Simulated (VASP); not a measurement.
# Au (Fd-3m) in VASP: a series of runs

Runs on Au. Level: PBE. Tasks: single point.

Program: VASP 6.6.1. These are calculated values, not measurements. Logs are shortened: lines on timing, memory, paths and dates and some standing lists are left out, and cuts for length are marked.

## Step 1: The cell of the first run

It takes space group Fd-3m (No. 227, cubic). Conventional cell: a = 6.604 Å, b = 6.604 Å, c = 6.604 Å, α = 90.00°, β = 90.00°, γ = 90.00°. Au (site symmetry -3m) has 6 Au at 2.33 Å within 3.1 Å.

The cell was generated, and may not be a known phase.

## Step 2: Single point, PBE

File INCAR:

```
SYSTEM = Au
PREC = Accurate
ENCUT = 520
EDIFF = 1E-6
ISMEAR = 0
SIGMA = 0.1
LREAL = .FALSE.
LASPH = .TRUE.
NELM = 60
ALGO = Fast
ISIF = 2
LWAVE = .FALSE.
LCHARG = .FALSE.
GGA = PE
NBANDS = 30
```

File KPOINTS:

```
regular mesh
0
G
  4 4 4
  0 0 0
```

File POSCAR:

```
Au
1.0
    0.0000000000      3.3021459200      3.3021459200
    3.3021459200      0.0000000000      3.3021459200
    3.3021459200      3.3021459200      0.0000000000
Au
4
Direct
    0.1250000000      0.1250000000      0.1250000000
    0.1250000000      0.1250000000      0.6250000000
    0.1250000000      0.6250000000      0.1250000000
    0.6250000000      0.1250000000      0.1250000000
```

Potentials or basis: VASP PAW PBE potentials, release 64 (Au).

On the command line:

```sh
$ cat potpaw_PBE.64/Au/POTCAR > POTCAR
$ mpirun -np 1 vasp_std > vasp.out
```

OUTCAR:

```text
SYSTEM = Au
   PREC = Accurate
   ENCUT = 520
   EDIFF = 1E-6
   ISMEAR = 0
   LREAL = .FALSE.
   LASPH = .TRUE.
   NELM = 60
   ISIF = 2
   GGA = PE

 ion  position               nearest neighbor table
   1  0.125  0.125  0.125-   2 2.33   3 2.33   4 2.33   2 2.33   3 2.33   4 2.33
   2  0.125  0.125  0.625-   1 2.33   1 2.33   3 2.33   4 2.33   3 2.33   4 2.33
   3  0.125  0.625  0.125-   1 2.33   2 2.33   1 2.33   2 2.33   4 2.33   4 2.33
   4  0.625  0.125  0.125-   1 2.33   2 2.33   3 2.33   1 2.33   2 2.33   3 2.33

  LATTYP: Found a face centered cubic cell.
 ALAT       =     6.6042918400

  Lattice vectors:

 A1 = (   0.0000000000,   3.3021459200,   3.3021459200)
 A2 = (   3.3021459200,   0.0000000000,   3.3021459200)
 A3 = (   3.3021459200,   3.3021459200,   0.0000000000)

Analysis of symmetry for initial positions (statically):
=====================================================================
 Subroutine PRICEL returns:
 Original cell was already a primitive cell.

 Routine SETGRP: Setting up the symmetry group for a
 face centered cubic supercell.

 Subroutine GETGRP returns: Found 48 space group operations
 (whereof 24 operations were pure point group operations)
 out of a pool of 48 trial point group operations.

The static configuration has the point symmetry T_d .
 The point group associated with its full space group is O_h .

Analysis of symmetry for dynamics (positions and initial velocities):
=====================================================================
 Subroutine PRICEL returns:
 Original cell was already a primitive cell.

 Routine SETGRP: Setting up the symmetry group for a
 face centered cubic supercell.

 Subroutine GETGRP returns: Found 48 space group operations
 (whereof 24 operations were pure point group operations)
 out of a pool of 48 trial point group operations.

The dynamic configuration has the point symmetry T_d .
 The point group associated with its full space group is O_h .

 Subroutine INISYM returns: Found 48 space group operations
 (whereof 24 operations are pure point group operations),
 and found     1 'primitive' translations

----------------------------------------------------------------------------------------

                                     Primitive cell

  volume of cell :      72.0143

  direct lattice vectors                    reciprocal lattice vectors
     0.000000000  3.302145920  3.302145920    -0.151416688  0.151416688  0.151416688
     3.302145920  0.000000000  3.302145920     0.151416688 -0.151416688  0.151416688
     3.302145920  3.302145920  0.000000000     0.151416688  0.151416688 -0.151416688

  length of vectors
     4.669939545  4.669939545  4.669939545     0.262261398  0.262261398  0.262261398

  position of ions in fractional coordinates (direct lattice)
     0.125000000  0.125000000  0.125000000
     0.125000000  0.125000000  0.625000000
     0.125000000  0.625000000  0.125000000
     0.625000000  0.125000000  0.125000000

  ion indices of the primitive-cell ions
   primitive index   ion index
                 1           1
                 2           2
                 3           3
                 4           4

----------------------------------------------------------------------------------------

 KPOINTS: regular mesh

Automatic generation of k-mesh.
 Grid dimensions read from file:
 generate k-points for:    4    4    4

 Generating k-lattice:

  Cartesian coordinates                     Fractional coordinates (reciprocal lattice)
    -0.037854172  0.037854172  0.037854172     0.250000000  0.000000000  0.000000000
     0.037854172 -0.037854172  0.037854172     0.000000000  0.250000000  0.000000000
     0.037854172  0.037854172 -0.037854172     0.000000000  0.000000000  0.250000000

  Length of vectors
     0.065565349  0.065565349  0.065565349

  Shift w.r.t. Gamma in fractional coordinates (k-lattice)
     0.000000000  0.000000000  0.000000000

 Subroutine IBZKPT returns following result:
 ===========================================

 Found      8 irreducible k-points:

 Following reciprocal coordinates:
            Coordinates               Weight
  0.000000  0.000000  0.000000      1.000000
  0.250000  0.000000  0.000000      8.000000
  0.500000  0.000000  0.000000      4.000000
  0.250000  0.250000  0.000000      6.000000
  0.500000  0.250000  0.000000     24.000000
 -0.250000  0.250000  0.000000     12.000000
  0.500000  0.500000  0.000000      3.000000
 -0.250000  0.500000  0.250000      6.000000
   k-points           NKPTS =      8   k-points in BZ     NKDIM =      8   number of bands    NBANDS=     30
   number of dos      NEDOS =    301   number of ions     NIONS =      4
   total plane-waves  NPLWV =  46656
   dimension x,y,z NGX =    36 NGY =   36 NGZ =   36
   dimension x,y,z NGXF=    72 NGYF=   72 NGZF=   72
   ions per type =               4
   NGX,Y,Z   is equivalent  to a cutoff of  12.82, 12.82, 12.82 a.u.
   NGXF,Y,Z  is equivalent  to a cutoff of  25.63, 25.63, 25.63 a.u.
 SYSTEM =  Au
   PREC   = accura    normal or accurate (medium, high low for compatibility)
   ISTART =      0    job   : 0-new  1-cont  2-samecut
   ICHARG =      2    charge: 1-file 2-atom 10-const
   ISPIN  =      1    spin polarized calculation?
   LNONCOLLINEAR =      F non collinear calculations
   LSORBIT =      F    spin-orbit coupling
   LASPH  =      T    aspherical Exc in radial PAW
   ENCUT  =  520.0 eV  38.22 Ry    6.18 a.u.   8.68  8.68  8.68*2*pi/ulx,y,z
   NELM   =     60;   NELMIN=  2; NELMDL= -5     # of ELM steps
   EDIFF  = 0.1E-05   stopping-criterion for ELM
   LREAL  =      F    real-space projection
   EDIFFG = 0.1E-04   stopping-criterion for IOM
   NSW    =      0    number of steps for IOM
   IBRION =     -1    ionic relax: 0-MD 1-quasi-New 2-CG
   NFREE  =      0    steps in history (QN), initial steepest desc. (CG)
   ISIF   =      2    stress and relaxation
   ISYM   =      2    0-nonsym 1-usesym 2-fastsym
   POTIM  = 0.5000    time-step for ionic-motion
   TEBEG  =    0.0;   TEEND  =   0.0 temperature during run
   PSTRESS=    0.0 pullay stress
   NELECT =      44.0000    total number of electrons
   NUPDOWN=      -1.0000    fix difference up-down
   EMIN   =  10.00;   EMAX   =-10.00  energy-range for DOS
   EFERMI =   0.00;   METHOD = LEGACY
   ISMEAR =     0;   SIGMA  =   0.10  broadening in eV -4-tet -1-fermi 0-gaus
   EFERMI_NEDOS =   21; number of points for ismear=-14 and -15
   IALGO  =     68    algorithm
   IMIX   =      4    mixing-type and parameters
     AMIX     =   0.40;   BMIX     =  1.00
     AMIX_MAG =   1.60;   BMIX_MAG =  1.00
  volume/ion in A,a.u.               =      18.00       121.49
  Fermi-wavevector in a.u.,A,eV,Ry     =   1.389162  2.625135 26.256117  1.929770
  Thomas-Fermi vector in A             =   2.513219
   LORBIT       =      0    0 simple, 1 ext, 2 COOP (PROOUT), +10 PAW based schemes
   GGA     = PE    functional components
   LHFCALC =     F    Hartree Fock is set to
   AEXX    =    0.0000 exact exchange contribution
   IVDW    =     0    specifies the selected vdW correction
   LEPSILON=     F    determine dielectric tensor
   LRPA    =     F    only Hartree local field effects (RPA)
 non-spin polarized calculation
 RMM-DIIS sequential band-by-band and
 Gauss-broadening in eV      SIGMA  =   0.10
  energy-cutoff  :      520.00
  volume of cell :       72.01
 maximum number of plane-waves:      1964
 NGX is ok and might be reduce to    36
   NGX = 17   NGY = 17   NGZ = 17

 number of electron      43.9999996 magnetization

 Free energy of the ion-electron system (eV)
  ---------------------------------------------------
  ext. energy  EPLUGINS =         0.00000000
  ---------------------------------------------------
  free energy    TOTEN  =        -1.51952722 eV

  energy without entropy =       -1.50583262  energy(sigma->0) =       -1.51267992

 E-fermi :   9.3719     XC(G=0): -11.6881

 val. band max:        9.0226155156   @ k =  -0.2500   0.2500   0.0000
 cond. band min:       9.4417625939   @ k =   0.5000   0.2500   0.0000
 fundamental gap:      0.4191470783
 Fermi energy:         9.3719401478

 k-point     1 :       0.0000    0.0000    0.0000
  band No.  band energies     occupation
      1      -4.8552      2.00000
      2      -1.1151      2.00000
      3      -1.1151      2.00000
      4      -1.1151      2.00000
      5       0.4061      2.00000
      6       0.4683      2.00000
[... 22 lines left out ...]
     29      18.4211      0.00000
     30      18.6794      0.00000

 k-point     2 :       0.2500    0.0000    0.0000
  band No.  band energies     occupation
      1      -4.1202      2.00000
      2      -0.8233      2.00000
      3      -0.5952      2.00000
      4      -0.5952      2.00000
      5       0.8907      2.00000
      6       0.8907      2.00000
[... 22 lines left out ...]
     29      18.8757      0.00000
     30      19.2019      0.00000

 k-point     3 :       0.5000    0.0000    0.0000
  band No.  band energies     occupation
      1      -3.2803      2.00000
      2      -0.1598      2.00000
      3      -0.1598      2.00000
      4       0.1454      2.00000
      5       1.4297      2.00000
      6       1.9769      2.00000
[... 22 lines left out ...]
     29      19.3922      0.00000
     30      20.5688      0.00000

 k-point     4 :       0.2500    0.2500    0.0000
  band No.  band energies     occupation
      1      -3.7814      2.00000
      2      -0.9379      2.00000
      3      -0.2516      2.00000
      4      -0.2516      2.00000
      5       0.5179      2.00000
      6       1.3244      2.00000
[... 22 lines left out ...]
     29      20.3834      0.00000
     30      20.6234      0.00000

 k-point     5 :       0.5000    0.2500    0.0000
  band No.  band energies     occupation
      1      -2.5789      2.00000
      2      -0.4336      2.00000
      3       0.2445      2.00000
      4       0.5670      2.00000
      5       1.1433      2.00000
      6       1.9476      2.00000
[... 22 lines left out ...]
     29      20.1047      0.00000
     30      21.1046      0.00000

 k-point     6 :      -0.2500    0.2500    0.0000
  band No.  band energies     occupation
      1      -3.0848      2.00000
      2      -0.5037      2.00000
      3      -0.0520      2.00000
      4       0.4189      2.00000
      5       1.0448      2.00000
      6       1.7800      2.00000
[... 22 lines left out ...]
     29      18.7852      0.00000
     30      20.1926      0.00000

 k-point     7 :       0.5000    0.5000    0.0000
  band No.  band energies     occupation
      1      -1.4170      2.00000
      2      -1.4170      2.00000
      3       1.0251      2.00000
      4       1.0251      2.00000
      5       1.2811      2.00000
      6       1.2811      2.00000
[... 22 lines left out ...]
     29      22.0229      0.00000
     30      22.0297      0.00000

 k-point     8 :      -0.2500    0.5000    0.2500
  band No.  band energies     occupation
      1      -1.1550      2.00000
      2      -1.1550      2.00000
      3       0.4155      2.00000
      4       0.4155      2.00000
      5       1.9128      2.00000
      6       1.9128      2.00000
[... 22 lines left out ...]
     29      22.0988      0.00000
     30      22.0988      0.00000

------------------------ aborting loop because EDIFF is reached ----------------------------------------

  FORCE on cell =-STRESS in cart. coord.  units (eV):
  Direction    XX          YY          ZZ          XY          YZ          ZX
  --------------------------------------------------------------------------------------
  -------------------------------------------------------------------------------------
  Total       54.0704309     54.0704309     54.0704309     -0.0000000      0.0000000     -0.0000000
  in kB     1202.9612430   1202.9612430   1202.9612430     -0.0000000      0.0000000     -0.0000000
  external PRESSURE =    1202.9612430 kB  Pullay stress =       0.0000000 kB

 VOLUME and BASIS-vectors are now :
 -----------------------------------------------------------------------------
  energy-cutoff  :      520.00
  volume of cell :       72.01
      direct lattice vectors                 reciprocal lattice vectors
     0.000000000  3.302145920  3.302145920    -0.151416688  0.151416688  0.151416688
     3.302145920  0.000000000  3.302145920     0.151416688 -0.151416688  0.151416688
     3.302145920  3.302145920  0.000000000     0.151416688  0.151416688 -0.151416688

 POSITION                                       TOTAL-FORCE (eV/Angst)
 -----------------------------------------------------------------------------------
      0.82554      0.82554      0.82554        -0.000000      0.000000      0.000000
      2.47661      2.47661      0.82554        -0.000000      0.000000     -0.000000
      2.47661      0.82554      2.47661         0.000000     -0.000000     -0.000000
      0.82554      2.47661      2.47661         0.000000     -0.000000      0.000000
 -----------------------------------------------------------------------------------
    total drift:                               -0.000000     -0.000000      0.000000

  FREE ENERGIE OF THE ION-ELECTRON SYSTEM (eV)
  ---------------------------------------------------
  free  energy   TOTEN  =        -1.5195272202 eV

  energy  without entropy=       -1.5058326225  energy(sigma->0) =       -1.51267992
```

Run time: 24 s. Hardware: 1 thread of Intel Xeon 8259CL, shared host; peak memory 0.2 GiB.

What came out:

```yaml
Free_energy: -1.5195 eV
Pressure: 120.3 GPa
Band_gap_on_the_k_mesh: zero (bands 22 and 23 overlap by 1.10 eV)
```

Caveat: the k points lie up to 0.41 Å⁻¹ apart, too coarse for converged energies and pressures of a metal; spin-orbit coupling is left out, which moves the levels of the heavy elements.

## Step 3: Single point, PBE

This run uses another cell than the first one, of 29.34 Å³/atom.

File INCAR:

```
SYSTEM = Au
  ALGO = Fast
  EDIFF = 1E-6
  ENCUT = 520
  GGA = PE
  ISIF = 2
  ISMEAR = 0
  LASPH = .TRUE.
  LCHARG = .FALSE.
  LREAL = .FALSE.
  LWAVE = .FALSE.
  NBANDS = 30
  NELM = 100
  PREC = Accurate
  SIGMA = 0.1
```

File KPOINTS:

```
k-points
0
G
  4 4 4
  0 0 0
```

File POSCAR:

```
Au
1.0
    0.0000000000      3.8858696345      3.8858696345
    3.8858696345      0.0000000000      3.8858696345
    3.8858696345      3.8858696345      0.0000000000
Au
4
Direct
    0.1250000000      0.1250000000      0.1250000000
    0.1250000000      0.1250000000      0.6250000000
    0.1250000000      0.6250000000      0.1250000000
    0.6250000000      0.1250000000      0.1250000000
```

Potentials or basis: VASP PAW PBE potentials, release 64 (Au).

On the command line:

```sh
$ cat potpaw_PBE.64/Au/POTCAR > POTCAR
$ mpirun -np 1 vasp_std > vasp.out
```

OUTCAR:

```text
SYSTEM = Au
   EDIFF = 1E-6
   ENCUT = 520
   GGA = PE
   ISIF = 2
   ISMEAR = 0
   LASPH = .TRUE.
   LREAL = .FALSE.
   NELM = 100
   PREC = Accurate

 ion  position               nearest neighbor table
   1  0.125  0.125  0.125-   2 2.75   3 2.75   4 2.75   2 2.75   3 2.75   4 2.75
   2  0.125  0.125  0.625-   1 2.75   1 2.75   3 2.75   4 2.75   3 2.75   4 2.75
   3  0.125  0.625  0.125-   1 2.75   2 2.75   1 2.75   2 2.75   4 2.75   4 2.75
   4  0.625  0.125  0.125-   1 2.75   2 2.75   3 2.75   1 2.75   2 2.75   3 2.75

[... 449 lines left out ...]
  --------------------------------------------------------------------------------------
  -------------------------------------------------------------------------------------
  Total       -0.0364416     -0.0364416     -0.0364416      0.0000000      0.0000000      0.0000000
  in kB       -0.4975234     -0.4975234     -0.4975234      0.0000000      0.0000000      0.0000000
  external PRESSURE =      -0.4975234 kB  Pullay stress =       0.0000000 kB

 VOLUME and BASIS-vectors are now :
 -----------------------------------------------------------------------------
  energy-cutoff  :      520.00
  volume of cell :      117.35
      direct lattice vectors                 reciprocal lattice vectors
     0.000000000  3.885869635  3.885869635    -0.128671326  0.128671326  0.128671326
     3.885869635  0.000000000  3.885869635     0.128671326 -0.128671326  0.128671326
     3.885869635  3.885869635  0.000000000     0.128671326  0.128671326 -0.128671326

 POSITION                                       TOTAL-FORCE (eV/Angst)
 -----------------------------------------------------------------------------------
      0.97147      0.97147      0.97147        -0.000000     -0.000000     -0.000000
      2.91440      2.91440      0.97147         0.000000     -0.000000     -0.000000
      2.91440      0.97147      2.91440         0.000000      0.000000     -0.000000
      0.97147      2.91440      2.91440        -0.000000     -0.000000      0.000000
 -----------------------------------------------------------------------------------
    total drift:                                0.000000      0.000000      0.000000

  FREE ENERGIE OF THE ION-ELECTRON SYSTEM (eV)
  ---------------------------------------------------
  free  energy   TOTEN  =       -11.8012393984 eV

  energy  without entropy=      -11.7971726829  energy(sigma->0) =      -11.79920604
```

stdout:

```text
POSCAR found type information on POSCAR Au
 POSCAR found :  1 types and       4 ions
 scaLAPACK will be used
 LDA part: xc-table for (Slater+PW92), standard interpolation
 POSCAR, INCAR and KPOINTS ok, starting setup
 FFT: planning ... GRIDC
 FFT: planning ... GRID_SOFT
 FFT: planning ... GRID
 WAVECAR not read
 entering main loop
```

Wall time 34 s (1 thread of Intel Xeon 8259CL, shared host); peak memory 0.25 GiB.

Results:

| Quantity | Value |
| --- | --- |
| Free energy | -11.8012 eV |
| Pressure | 0.0 GPa |
| Band gap on the k mesh | zero (bands 22 and 23 overlap by 0.61 eV) |

Levels at points of the mesh, in eV from the Fermi level:
```csv
k point,band 19,band 20,band 21,band 22,band 23,band 24,band 25,band 26
"(0.00, 0.00, 0.00)",-0.79,-0.79,-0.79,0.70,2.80,2.80,2.80,4.97
"(0.50, 0.00, 0.00)",-2.40,-2.26,-2.26,-0.79,1.95,3.40,3.40,3.85
"(0.50, 0.50, 0.00)",-2.43,-2.43,-2.29,-2.29,1.80,1.80,2.85,2.85
```

Caveat: spin-orbit coupling is left out, which moves the levels of the heavy elements.

The gap in the log of VASP goes by the Fermi energy; the results here count the filled bands.